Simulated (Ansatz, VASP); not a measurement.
## CaCu3C2: VASP beside Ansatz

```
Ca Cu C
1.0
    -2.75547    2.75547    3.07023
     2.75547   -2.75547    3.07023
     2.75547    2.75547   -3.07023
Ca Cu C
1 3 2
Direct
  0.00000 0.00000 0.00000
  0.50000 0.00000 0.50000
  0.00000 0.50000 0.50000
  0.50000 0.50000 0.00000
  0.75000 0.25000 0.50000
  0.25000 0.75000 0.50000
```

Alike in both runs: task relaxation of cell and atoms; functional PBE; k mesh 4 × 4 × 4; occupations gaussian, width 0.1 eV; no spin polarisation.

|  | VASP | Ansatz |
| --- | --- | --- |
| version | VASP 6.6.1 | Ansatz 0.2.0 |
| potentials or method | VASP PAW PBE potentials, release 64 (Ca_sv, Cu, C), cutoff 600 eV | scalar-relativistic, plane waves, PAW |
| valence electrons in the cell | 51 | 75 |

Ansatz gave:

| Property | Result |
| --- | --- |
| gap on the k mesh at the Fermi level, each at its own relaxed structure (eV) | none |
| relaxed volume (Å³/atom) | 16.73 |
| relaxed length of the cell vector where the two differ most in proportion (Å) | 5.169 |

What did VASP give for the same quantities?

gap on the k mesh at the Fermi level, each at its own relaxed structure (eV): none; relaxed volume (Å³/atom): 16.83; relaxed length of the cell vector where the two differ most in proportion (Å): 5.179.

A gap of «none» marks a metal or a gap that the smearing closes. VASP's potentials hold 51 valence electrons a cell and Ansatz's 75, so a difference there can come from the potentials and not from the codes.

The k mesh is coarse, so the values compare programs but aren't converged.
